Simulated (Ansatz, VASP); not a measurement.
## PbS in VASP and in Ansatz

INCAR

```
ALGO = Normal ; EDIFF = 1E-6
ENCUT = 520 ; ISIF = 2
ISMEAR = 0 ; LASPH = T
LCHARG = F ; LREAL = F
LWAVE = F ; NBANDS = 28
NELM = 80 ; PREC = Accurate
SIGMA = 0.05
```

File KPOINTS:

```
k-points
0
Gamma
  6 6 6
```

Contents of POSCAR:

```
PbS
1.0
    2.0487533996     -5.9014274071      0.0000000000
    2.0487533996      5.9014274071      0.0000000000
    0.0000000000      0.0000000000      4.4106479837
Pb S
2 2
Direct
    0.8694366500      0.1305633500      0.7500000000
    0.1305633500      0.8694366500      0.2500000000
    0.6452029100      0.3547970900      0.7500000000
    0.3547970900      0.6452029100      0.2500000000
```

Input for Ansatz:

```yaml
crystal:
  lattice:
    - [2.04875339965, -5.9014274071, 0.0]
    - [2.04875339965, 5.9014274071, 0.0]
    - [0.0, 0.0, 4.410647983715117]
  atoms:
    - { symbol: Pb, position: [0.86943665, 0.13056335, 0.75] }
    - { symbol: Pb, position: [0.13056335, 0.86943665, 0.25] }
    - { symbol: S, position: [0.64520291, 0.35479709, 0.75] }
    - { symbol: S, position: [0.35479709, 0.64520291, 0.25] }
basis:
  ecutwfc: 550.0
kpoints:
  mp_grid:
    grid: [6, 6, 6]
hamiltonian:
  xc: lda
scf:
  occupations:
    method: gaussian
    width: 0.05
output:
  stress: true
```

Alike in both runs: task single point; functional LDA; k mesh 6 × 6 × 6; occupations gaussian, width 0.05 eV; no spin polarisation.

|  | VASP | Ansatz |
| --- | --- | --- |
| version | VASP 6.6.1 | Ansatz 0.2.0 |
| potentials or method | VASP PAW LDA potentials, release 64 (Pb_d, S), cutoff 520 eV | plane waves, PAW |
| valence electrons in the cell | 40 | 40 |

```csv
,VASP,Ansatz,Ansatz less VASP
pressure (GPa),-3.5,-3.5,-0.02
"traceless stress, the component that is largest in VASP (GPa)",-1.94,-1.94,-0.002
```

LDA's correlation is that of Perdew and Zunger in VASP and of Perdew and Wang (1992) in Ansatz.

Neither program's run includes spin-orbit coupling.
